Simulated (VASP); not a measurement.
The system is MgSnSb2.

```xyz
4
Lattice="4.6005 0.0000 0.0000 0.0000 4.6005 0.0000 0.0000 0.0000 6.5552" Properties=species:S:1:pos:R:3 pbc="T T T"
Mg    0.0000    0.0000    0.0000
Sb    0.0000    2.3002    1.5921
Sb    2.3002    0.0000    4.9631
Sn    2.3002    2.3002    3.2776
```

Base run:

```yaml
Program: VASP 6.6.1
Functional: r2SCAN
Potentials_or_basis: VASP PAW PBE potentials, release 64 (Mg, Sb, Sn_d)
Cutoff: 520 eV
k_mesh: 4 × 4 × 4
Occupations: fermi-dirac, width 0.02 eV
Spin: no spin polarisation
```

Its results: band gap on the k mesh zero (filled and empty bands touch); pressure 0.1 GPa; largest force 0.011 eV/Å.

**Question.** The run is repeated on the same cell with these changes: occupations from fermi-dirac, width 0.02 eV to fermi-dirac, width 0.5 eV; further incar settings from ALGO = Normal; EDIFF = 1e-07; NBANDS = 21 to ALGO = Normal; EDIFF = 1e-06; NBANDS = 21. What comes out?

**Answer.** Band gap on the k mesh 0.05 eV; pressure 1.0 GPa; largest force 0.018 eV/Å.

Caveats: semilocal functionals underestimate gaps, and a narrow one can read as zero; the PAW data sets were made with another functional, which shifts forces and pressure a little; spin-orbit coupling is left out, which moves the levels of the heavy elements; the smearing spreads over this small gap (at least some runs); so wide a smearing shifts energies and pressures (at least some runs).

A k mesh can miss the band edges.
